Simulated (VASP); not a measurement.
# Zn13Sn3Au4 (P1) in VASP: single point with PBE

Aim: the single point of Zn13Sn3Au4 with PBE.

All numbers are computed with VASP 6.6.1; they aren't measurements. Logs are shortened: lines on timing, memory, paths and dates and some standing lists are left out, and cuts for length are marked.

## Step 1: The cell of the first run

The typed cell holds 20 atoms: a = 6.708 Å, b = 8.356 Å, c = 6.752 Å, α = 80.25°, β = 95.79°, γ = 80.56°.

## Step 2: Single point, PBE

Input file INCAR:

```
PREC = Accurate ; ENCUT = 520
EDIFF = 1E-6 ; ISMEAR = 0
SIGMA = 0.1 ; LREAL = Auto
LASPH = True ; NELM = 100
ALGO = Normal ; ISIF = 2
LWAVE = False ; LCHARG = True
GGA = PE ; LELF = True
LVHAR = True ; NBANDS = 137
ISYM = 0
```

Input file KPOINTS:

```
Automatic mesh
0
Gamma
  2 2 2
  0.5 0.5 0.5
```

Input file POSCAR:

```
Zn13Sn3Au4
1.0
   -5.0427984677      3.9485693110     -1.9954368663
   -5.7119835034     -2.0684803616      5.7369939321
    1.9989901100      3.9664043909      5.0856439763
Zn Sn Au
13 3 4
Direct
    0.9403513588     -0.1400891103      0.9943710321
    0.5797441815      0.4672514344      0.8494735685
    0.5917743393      0.1391368939     -0.0013371859
    0.2220780647      0.5466523023      0.1380060595
    0.3136456321      0.1808967246      0.2489224652
    0.0324345970      0.5657318844      0.4818894001
    0.1201073934      0.1949211918      0.5732665268
    0.6226716917      0.6593291394      0.5131343892
    0.7713811320      0.1341593213      0.6846600907
    0.1847654864      0.7847889507      0.7223093806
    0.2400985524      0.3707666068      0.8530632846
    0.9097265152      0.5972262037      0.8340677971
    0.9321547469      0.2565926822      0.9833518669
    0.5734139752      0.7474058530      0.0524985054
    0.7712429192      0.3729066109      0.3089141896
    0.8237184667      0.9507609530      0.3710818333
    0.2416656533      0.8012583006      0.3352999672
    0.4144575471      0.3769430580      0.5047738738
    0.4780990730      0.9631355212      0.6052696365
    0.2432583294      1.0255008469      0.9476622448
```

Potentials or basis: VASP PAW PBE potentials, release 64 (Zn, Sn_d, Au).

Started as:

```sh
> cat potpaw_PBE.64/Zn/POTCAR potpaw_PBE.64/Sn_d/POTCAR potpaw_PBE.64/Au/POTCAR > POTCAR
> mpirun -np 1 vasp_std > vasp.out
```

OUTCAR:

```text
PREC = Accurate
   ENCUT = 520
   EDIFF = 1E-6
   ISMEAR = 0
   LREAL = Auto
   LASPH = True
   NELM = 100
   ISIF = 2
   GGA = PE
   ISYM = 0

 ion  position               nearest neighbor table
   1  0.940  0.860  0.994-  12 2.63  20 2.65  10 2.67  14 2.82   9 2.82  17 2.82   4 2.92  16 2.92
                             3 3.03
   2  0.580  0.467  0.849-  11 2.54   8 2.62  12 2.62  13 2.68   3 2.74  18 2.75  14 2.90  15 3.15

   3  0.592  0.139  0.999-   9 2.55  13 2.63   5 2.66  20 2.68   2 2.74  11 2.77  16 2.88   1 3.03
                            14 3.26  15 3.36
   4  0.222  0.547  0.138-  11 2.61  12 2.71  17 2.71  18 2.72   6 2.77   1 2.92   5 2.97  14 3.15

   5  0.314  0.181  0.249-  20 2.64   3 2.66   7 2.67  18 2.69  19 2.76  11 2.82  13 2.89   4 2.97
                            17 3.25
   6  0.032  0.566  0.482-  12 2.63  17 2.71  18 2.76   8 2.77   4 2.77  11 2.84  15 2.86  10 2.88
                             7 3.00  16 3.22
   7  0.120  0.195  0.573-   9 2.63  20 2.66   5 2.67  18 2.71  11 2.72  19 2.79  15 2.83   6 3.00

   8  0.623  0.659  0.513-   2 2.62  12 2.67  17 2.70  19 2.76   6 2.77  18 2.94  16 3.04  15 3.04
                            14 3.04
   9  0.771  0.134  0.685-   3 2.55  13 2.63   7 2.63  19 2.68   1 2.82  16 2.83  18 2.88  15 2.95

  10  0.185  0.785  0.722-  17 2.66   1 2.67  12 2.69  19 2.76  20 2.77   6 2.88  16 3.17  14 3.19

  11  0.240  0.371  0.853-   2 2.54  13 2.58   4 2.61  12 2.64   7 2.72  18 2.73   3 2.77   5 2.82
                             6 2.84  20 2.84
  12  0.910  0.597  0.834-   2 2.62   6 2.63   1 2.63  11 2.64   8 2.67  10 2.69   4 2.71  13 2.83
                            14 3.03
  13  0.932  0.257  0.983-  11 2.58   9 2.63   3 2.63  20 2.66   2 2.68  15 2.79  12 2.83   5 2.89

  14  0.573  0.747  0.052-   1 2.82  20 2.87   2 2.90  12 3.03   8 3.04  17 3.10   4 3.15  19 3.19
                            10 3.19   3 3.26  15 3.30  16 3.43
  15  0.771  0.373  0.309-  13 2.79   7 2.83  18 2.85   6 2.86   9 2.95   8 3.04   2 3.15  14 3.30
                             3 3.36  16 3.44
  16  0.824  0.951  0.371-   9 2.83   3 2.88   1 2.92  17 2.93  19 2.93   8 3.04  10 3.17   6 3.22
                            14 3.43  15 3.44
  17  0.242  0.801  0.335-  10 2.66   8 2.70   4 2.71   6 2.71   1 2.82  16 2.93  19 2.94  20 2.95
                            14 3.10   5 3.25  18 3.50
  18  0.414  0.377  0.505-   5 2.69   7 2.71   4 2.72  11 2.73   2 2.75   6 2.76  15 2.85   9 2.88
                             8 2.94  19 3.36  17 3.50
  19  0.478  0.963  0.605-   9 2.68  10 2.76   8 2.76   5 2.76   7 2.79  16 2.93  17 2.94  20 3.00
                            14 3.19  18 3.36
  20  0.243  0.026  0.948-   5 2.64   1 2.65   7 2.66  13 2.66   3 2.68  10 2.77  11 2.84  14 2.87
                            17 2.95  19 3.00

IMPORTANT INFORMATION: All symmetrisations will be switched off!
NOSYMM: (Re-)initialisation of all symmetry stuff for point group C_1.

----------------------------------------------------------------------------------------

                                     Primitive cell

  volume of cell :     364.7413

  direct lattice vectors                    reciprocal lattice vectors
    -5.042798468  3.948569311 -1.995436866    -0.091228478  0.111085062 -0.050778909
    -5.711983503 -2.068480362  5.736993932    -0.076755026 -0.059376385  0.076478671
     1.998990110  3.966404391  5.085643976     0.050790510  0.110567155  0.090434215

  length of vectors
     6.708411457  8.355744487  6.752192230     0.152450069  0.123555155  0.151601844

  position of ions in fractional coordinates (direct lattice)
     0.940351359  0.859910890  0.994371032
     0.579744181  0.467251434  0.849473569
     0.591774339  0.139136894  0.998662814
     0.222078065  0.546652302  0.138006060
     0.313645632  0.180896725  0.248922465
     0.032434597  0.565731884  0.481889400
[... 12 lines left out ...]
     0.478099073  0.963135521  0.605269636
     0.243258329  0.025500847  0.947662245

  ion indices of the primitive-cell ions
   primitive index   ion index
                 1           1
                 2           2
                 3           3
                 4           4
                 5           5
                 6           6
[... 12 lines left out ...]
                19          19
                20          20

----------------------------------------------------------------------------------------

 KPOINTS: Automatic mesh

Automatic generation of k-mesh.
 Grid dimensions read from file:
 generate k-points for:    2    2    2

 Generating k-lattice:

  Cartesian coordinates                     Fractional coordinates (reciprocal lattice)
    -0.045614239  0.055542531 -0.025389454     0.500000000  0.000000000  0.000000000
    -0.038377513 -0.029688192  0.038239335     0.000000000  0.500000000  0.000000000
     0.025395255  0.055283577  0.045217108     0.000000000  0.000000000  0.500000000

  Length of vectors
     0.076225035  0.061777577  0.075800922

  Shift w.r.t. Gamma in fractional coordinates (k-lattice)
     0.500000000  0.500000000  0.500000000

 Subroutine IBZKPT returns following result:
 ===========================================

 Found      4 irreducible k-points:

 Following reciprocal coordinates:
            Coordinates               Weight
  0.250000  0.250000  0.250000      2.000000
 -0.250000  0.250000  0.250000      2.000000
  0.250000 -0.250000  0.250000      2.000000
 -0.250000 -0.250000  0.250000      2.000000
   k-points           NKPTS =      4   k-points in BZ     NKDIM =      4   number of bands    NBANDS=    137
   number of dos      NEDOS =    301   number of ions     NIONS =     20
   total plane-waves  NPLWV = 160000
   dimension x,y,z NGX =    50 NGY =   64 NGZ =   50
   dimension x,y,z NGXF=   100 NGYF=  128 NGZF=  100
   ions per type =              13   3   4
   NGX,Y,Z   is equivalent  to a cutoff of  12.39, 12.73, 12.31 a.u.
   NGXF,Y,Z  is equivalent  to a cutoff of  24.78, 25.47, 24.62 a.u.
 SYSTEM =  unknown system
   PREC   = accura    normal or accurate (medium, high low for compatibility)
   ISTART =      0    job   : 0-new  1-cont  2-samecut
   ICHARG =      2    charge: 1-file 2-atom 10-const
   ISPIN  =      1    spin polarized calculation?
   LNONCOLLINEAR =      F non collinear calculations
   LSORBIT =      F    spin-orbit coupling
   LASPH  =      T    aspherical Exc in radial PAW
   ENCUT  =  520.0 eV  38.22 Ry    6.18 a.u.  12.47 15.54 12.55*2*pi/ulx,y,z
   NELM   =    100;   NELMIN=  2; NELMDL= -5     # of ELM steps
   EDIFF  = 0.1E-05   stopping-criterion for ELM
   LREAL  =      T    real-space projection
   EDIFFG = 0.1E-04   stopping-criterion for IOM
   NSW    =      0    number of steps for IOM
   IBRION =     -1    ionic relax: 0-MD 1-quasi-New 2-CG
   NFREE  =      0    steps in history (QN), initial steepest desc. (CG)
   ISIF   =      2    stress and relaxation
   ISYM   =      0    0-nonsym 1-usesym 2-fastsym
   POTIM  = 0.5000    time-step for ionic-motion
   TEBEG  =    0.0;   TEEND  =   0.0 temperature during run
   PSTRESS=    0.0 pullay stress
   NELECT =     242.0000    total number of electrons
   NUPDOWN=      -1.0000    fix difference up-down
   EMIN   =  10.00;   EMAX   =-10.00  energy-range for DOS
   EFERMI =   0.00;   METHOD = LEGACY
   ISMEAR =     0;   SIGMA  =   0.10  broadening in eV -4-tet -1-fermi 0-gaus
   EFERMI_NEDOS =   21; number of points for ismear=-14 and -15
   IALGO  =     38    algorithm
   IMIX   =      4    mixing-type and parameters
     AMIX     =   0.40;   BMIX     =  1.00
     AMIX_MAG =   1.60;   BMIX_MAG =  1.00
  volume/ion in A,a.u.               =      18.24       123.07
  Fermi-wavevector in a.u.,A,eV,Ry     =   1.427858  2.698260 27.739260  2.038778
  Thomas-Fermi vector in A             =   2.547982
   LORBIT       =      0    0 simple, 1 ext, 2 COOP (PROOUT), +10 PAW based schemes
   GGA     = PE    functional components
   LHFCALC =     F    Hartree Fock is set to
   AEXX    =    0.0000 exact exchange contribution
   IVDW    =     0    specifies the selected vdW correction
   LEPSILON=     F    determine dielectric tensor
   LRPA    =     F    only Hartree local field effects (RPA)
 non-spin polarized calculation
 Gauss-broadening in eV      SIGMA  =   0.10
  energy-cutoff  :      520.00
  volume of cell :      364.74
 maximum number of plane-waves:      9851
 NGX is ok and might be reduce to    50
   NGX = 25   NGY = 31   NGZ = 25

 number of electron     241.9999988 magnetization

 Free energy of the ion-electron system (eV)
  ---------------------------------------------------
  ext. energy  EPLUGINS =         0.00000000
  ---------------------------------------------------
  free energy    TOTEN  =       -40.62238002 eV

  energy without entropy =      -40.62217679  energy(sigma->0) =      -40.62227841

 E-fermi :   4.9446     XC(G=0): -11.2097

 val. band max:        4.7224978702   @ k =   0.2500   0.2500   0.2500
 cond. band min:       5.1667358143   @ k =   0.2500   0.2500   0.2500
 fundamental gap:      0.4442379441
 Fermi energy:         4.9446108732

 k-point     1 :       0.2500    0.2500    0.2500
  band No.  band energies     occupation
      1     -16.6304      2.00000
      2     -16.6231      2.00000
      3     -16.6010      2.00000
      4     -16.5931      2.00000
      5     -16.5837      2.00000
      6     -16.5236      2.00000
[... 125 lines left out ...]
    132       7.7613      0.00000
    133       7.9959      0.00000

 k-point     2 :      -0.2500    0.2500    0.2500
  band No.  band energies     occupation
      1     -16.6303      2.00000
      2     -16.6231      2.00000
      3     -16.6010      2.00000
      4     -16.5931      2.00000
      5     -16.5838      2.00000
      6     -16.5237      2.00000
[... 125 lines left out ...]
    132       7.9000      0.00000
    133       8.0916      0.00000

 k-point     3 :       0.2500   -0.2500    0.2500
  band No.  band energies     occupation
      1     -16.6303      2.00000
      2     -16.6231      2.00000
      3     -16.6010      2.00000
      4     -16.5931      2.00000
      5     -16.5837      2.00000
      6     -16.5236      2.00000
[... 125 lines left out ...]
    132       8.2507      0.00000
    133       8.3931      0.00000

 k-point     4 :      -0.2500   -0.2500    0.2500
  band No.  band energies     occupation
      1     -16.6303      2.00000
      2     -16.6231      2.00000
      3     -16.6010      2.00000
      4     -16.5931      2.00000
      5     -16.5837      2.00000
      6     -16.5236      2.00000
[... 125 lines left out ...]
    132       8.0059      0.00000
    133       8.1403      0.00000
 [bands above 133 left out]

------------------------ aborting loop because EDIFF is reached ----------------------------------------

  FORCE on cell =-STRESS in cart. coord.  units (eV):
  Direction    XX          YY          ZZ          XY          YZ          ZX
  --------------------------------------------------------------------------------------
  -------------------------------------------------------------------------------------
  Total        0.1359838     -0.1352837      0.0761747     -0.2179003     -0.0135390     -0.0463125
  in kB        0.5973279     -0.5942528      0.3346081     -0.9571576     -0.0594719     -0.2034341
  external PRESSURE =       0.1125611 kB  Pullay stress =       0.0000000 kB

 VOLUME and BASIS-vectors are now :
 -----------------------------------------------------------------------------
  energy-cutoff  :      520.00
  volume of cell :      364.74
      direct lattice vectors                 reciprocal lattice vectors
    -5.042798468  3.948569311 -1.995436866    -0.091228478  0.111085062 -0.050778909
    -5.711983503 -2.068480362  5.736993932    -0.076755026 -0.059376385  0.076478671
     1.998990110  3.966404391  5.085643976     0.050790510  0.110567155  0.090434215

 POSITION                                       TOTAL-FORCE (eV/Angst)
 -----------------------------------------------------------------------------------
     -7.66606      5.87841      8.11391        -0.008284      0.013241      0.006690
     -3.89438      4.69202      5.84390         0.017509      0.008010      0.024805
     -1.78263      6.00996      4.69622        -0.013053     -0.028017     -0.016009
     -3.96649      0.29354      3.39485        -0.003497      0.026164     -0.014870
     -2.11734      1.85160      1.67787         0.007378      0.006850      0.021848
     -2.43172      0.86923      5.63160        -0.010876      0.011318     -0.019564
[... 12 lines left out ...]
     -6.70244      2.29632      7.64967         0.001959      0.000064      0.010133
      0.52200      4.66659      4.48036         0.010614     -0.004412      0.010101
 -----------------------------------------------------------------------------------
    total drift:                               -0.019492     -0.011697     -0.009807

  FREE ENERGIE OF THE ION-ELECTRON SYSTEM (eV)
  ---------------------------------------------------
  free  energy   TOTEN  =       -40.6223800214 eV

  energy  without entropy=      -40.6221767904  energy(sigma->0) =      -40.62227841
```

It took 4 min on 1 thread of Intel Xeon Platinum 8488C (Sapphire Rapids), shared host; peak memory 0.49 GiB.

What came out:

| Property | Result |
| --- | --- |
| Free energy | -40.6224 eV |
| Pressure | 0.0 GPa |
| Largest force | 0.052 eV/Å |
| Band gap on the k mesh | 0.44 eV |

Forces on the atoms (eV/Å):
```
Zn  -0.008  0.013  0.007
Zn   0.018  0.008  0.025
Zn  -0.013 -0.028 -0.016
Zn  -0.003  0.026 -0.015
Zn   0.007  0.007  0.022
Zn  -0.011  0.011 -0.020
Zn  -0.001 -0.009 -0.028
Zn   0.003 -0.018 -0.008
Zn  -0.009  0.023 -0.001
Zn  -0.015 -0.003 -0.009
Zn   0.027  0.000 -0.007
Zn   0.020  0.006 -0.004
Zn   0.016  0.005  0.001
Sn   0.008 -0.028  0.002
Sn   0.005 -0.007  0.004
Sn  -0.038 -0.008  0.035
Au  -0.009  0.005 -0.005
Au  -0.009  0.001 -0.004
Au   0.002  0.000  0.010
Au   0.011 -0.004  0.010
```

Caveat: spin-orbit coupling is left out, which moves the levels of the heavy elements; a shifted mesh leaves out Γ, where band edges can lie.
